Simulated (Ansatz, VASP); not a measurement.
**Ga: VASP beside Ansatz**

File INCAR:

```
SYSTEM = Ga
  ALGO = Fast
  EDIFF = 1E-6
  ENCUT = 520
  GGA = PS
  ISIF = 2
  ISMEAR = -1
  LASPH = .True.
  LCHARG = .True.
  LELF = .True.
  LREAL = .False.
  LVHAR = .True.
  LWAVE = .False.
  NBANDS = 20
  NELM = 80
  PREC = Accurate
  SIGMA = 0.05
```

KPOINTS

```
k-points
0
Gamma
  8 8 6
  0 0 0
```

The input POSCAR:

```
Ga
1.0
    1.3830000000     -4.0265000000      0.0000000000
    1.3830000000      4.0265000000      0.0000000000
   -0.1174474948      0.0000000000      3.3299294416
Ga
2
Direct
    0.1310000000      0.8690000000      0.7500000000
    0.8690000000      0.1310000000      0.2500000000
```

The input input.yaml:

```yaml
crystal:
  lattice:
    - [1.383, -4.0265, 0.0]
    - [1.383, 4.0265, 0.0]
    - [-0.1174474948, 0.0, 3.3299294416]
  atoms:
    - { symbol: Ga, position: [0.131, 0.869, 0.75] }
    - { symbol: Ga, position: [0.869, 0.131, 0.25] }
kpoints:
  mp_grid: { grid: [8, 8, 6] }
  band_path:
    path:
      - [0.0, 0.0, 0.0]
      - [-0.2794936799, -0.2794936799, 0.0025046701]
      - [-0.2865069778, -0.2865069778, 0.4818696886]
      - [-0.2724803819, -0.2724803819, 0.5231396517]
      - [0.0, 0.0, 0.5]
      - [-0.5, 0.5, 0.5]
      - [-0.7134930222, 0.2865069778, 0.5181303114]
    npoints: 12
scf:
  occupations: { method: fermi_dirac, width: 0.05 }
hamiltonian:
  xc: pbesol
  pseudopotentials: { kind: all_electron, lapw: { basis_error: 0.001 } }
output:
  forces: true
  stress: true
  eigenvalues: true
```

Alike in both runs: functional PBEsol; k mesh 8 × 8 × 6; occupations fermi-dirac, width 0.05 eV; no spin polarisation.

```csv
,VASP,Ansatz
version,VASP 6.6.1,Ansatz 0.2.0
potentials or method,"VASP PAW PBE potentials, release 64 (Ga_d), cutoff 520 eV","all-electron LAPW, scalar-relativistic"
task,single point,band structure
```

|  | VASP | Ansatz | Ansatz less VASP |
| --- | --- | --- | --- |
| gap on the k mesh at the Fermi level (eV) | none | none | - |
| pressure (GPa) | -1.6 | -1.7 | -0.01 |
| traceless stress, the component that is largest in VASP (GPa) | -1.90 | -1.90 | -0.008 |
| rms of the force components (eV/Å) | 0.120 | 0.120 | -0.0007 |

VASP's potentials were made for PBE, not for PBEsol. Atom by atom the forces differ by 0.001 eV/Å (rms over components). A gap of «none» marks a metal or a gap that the smearing closes. Ansatz ran all-electron here, and VASP with PAW potentials.

Noted on Ansatz's run: the k mesh is thin for a metal, which can move the energy by tens of meV per atom.
